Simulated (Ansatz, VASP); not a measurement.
## InSe in VASP and in Ansatz

```
In Se
1.0
     5.82639   -2.05465    0.00000
     5.82639    2.05465    0.00000
    -1.72323    0.00000    4.77135
In Se
2 2
Direct
  0.88820 0.88820 0.04684
  0.11180 0.11180 0.95316
  0.66093 0.66093 0.66896
  0.33907 0.33907 0.33104
```

Alike in both runs: task relaxation of cell and atoms; functional PBEsol; k mesh 7 × 7 × 6; occupations fermi-dirac, width 0.05 eV; no spin polarisation.

```csv
,VASP,Ansatz
version,VASP 6.6.1,Ansatz 0.2.0
potentials or method,"VASP PAW PBE potentials, release 64 (In_d, Se)",Ansatz PAW
plane-wave cutoff (eV),600,420
valence electrons in the cell,38,58
```

```csv
,VASP,Ansatz,Ansatz less VASP
"gap on the k mesh at the Fermi level, each at its own relaxed structure (eV)",0.76,0.78,+0.017
relaxed volume (Å³/atom),25.80,25.79,-0.010
relaxed length of the cell vector where the two differ most in proportion (Å),4.562,4.567,+0.0044
```

VASP's potentials were made for PBE, not for PBEsol. VASP's potentials hold 38 valence electrons a cell and Ansatz's 58, so a difference there can come from the potentials and not from the codes.

Noted on Ansatz's run: odd divisions of the mesh miss points on the zone boundary, where band edges often lie, so the gap on the mesh can be too wide; the plane-wave basis is chosen anew once the cell has moved, so the energies of steps on either side of that aren't comparable.
